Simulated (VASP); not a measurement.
Runs of VASP 6.6.1 on HfC. The structure is that of space group Fm-3m (No. 225), or close to it. The cells are those of the table. 

| level | U | cell | cutoff (eV) | smearing | gap on the mesh (eV) | pressure (GPa) |
| --- | --- | --- | --- | --- | --- | --- |
| r2SCAN | - | a = 3.282 Å, angles 60.0°, 2 atoms | 660 | gaussian 0.05 eV | none | (b) |
| r2SCAN | - | a = 3.303 Å, angles 60.0°, 2 atoms | 660 | gaussian 0.05 eV | none | -6.0 |
| r2SCAN | - | a = 3.325 Å, angles 60.0°, 2 atoms | 660 | gaussian 0.05 eV | none | -10.2 |
| BLYP | - | a = 3.345 Å, angles 60.0°, 2 atoms | 600 | gaussian 0.05 eV | none | (c) |
| BLYP | - | a = 3.367 Å, angles 60.0°, 2 atoms | 600 | gaussian 0.05 eV | none | -8.2 |
| PBE+U | Hf d U = 4.0 eV | a = 3.288 Å, angles 60.0°, 2 atoms | 600 | fermi-dirac 0.1 eV | none | 13.9 |
| r2SCAN | - | a = 3.278 Å, angles 60.0°, 2 atoms | 660 | gaussian 0.05 eV | none | -0.3 |
| r2SCAN | - | a = 3.237 Å, angles 60.0°, 2 atoms | 660 | gaussian 0.05 eV | none | (a) |

Alike in all rows: task single point; potentials or basis VASP PAW PBE potentials, release 64 (Hf_pv, C); no spin polarisation; k mesh 8 × 8 × 8.

Fill in the values left out.

(a) 9.8; (b) -1.2; (c) -4.4.

Caveats: spin-orbit coupling is left out, which moves the levels of the heavy elements; the PAW data sets were made with another functional, which shifts forces and pressure a little (at least some runs); the cell stands under tension (at least some runs); the cell stands under pressure (at least some runs); U without spin polarisation on a metal has little footing (at least some runs); the U is typed as a test and isn't derived for this compound (at least some runs).

A k mesh can miss the band edges, and the runs leave out spin-orbit coupling on Hf.

A gap of «none» marks levels without a gap at the run's occupations.
